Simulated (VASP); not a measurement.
Here is a VASP 6.6.1 calculation.

INCAR

```
SYSTEM = KLiF2
  PREC = Accurate
  ENCUT = 520
  EDIFF = 1E-6
  ISMEAR = 0
  SIGMA = 0.01
  LREAL = .False.
  LASPH = .True.
  NELM = 80
  ALGO = Normal
  ISIF = 2
  LWAVE = .False.
  LCHARG = .True.
  GGA = PE
  LELF = .True.
  LVHAR = .True.
  NBANDS = 21
```

File KPOINTS:

```
Automatic mesh
0
Gamma
  8 8 8
  0 0 0
```

File POSCAR:

```
KLiF2
1.0
    1.6483823276      0.9516939806      5.6433406284
   -1.6483823276      0.9516939806      5.6433406284
    0.0000000000     -1.9033879611      5.6433406284
Li K F
1 1 2
Direct
    1.0000000000      0.0000000000      0.0000000000
    0.5000000000      0.5000000000      0.5000000000
    0.2680733507      0.2680733507      0.2680733507
    0.7319266493      0.7319266493      0.7319266493
```

Potentials or basis: VASP PAW PBE potentials, release 64 (Li_sv, K_sv, F).

Launch:

```bash
$ cat potpaw_PBE.64/Li_sv/POTCAR potpaw_PBE.64/K_sv/POTCAR potpaw_PBE.64/F/POTCAR > POTCAR
$ mpirun -np 1 vasp_std > vasp.out
```

Estimate the largest force.

0.090 eV/Å.

Estimate the band gap on the k mesh.

6.59 eV.

Forces on the atoms (eV/Å):
```
Li   0.000  0.000  0.000
K    0.000  0.000  0.000
F    0.000  0.000  0.090
F    0.000  0.000 -0.090
```

 A k mesh can miss the band edges.
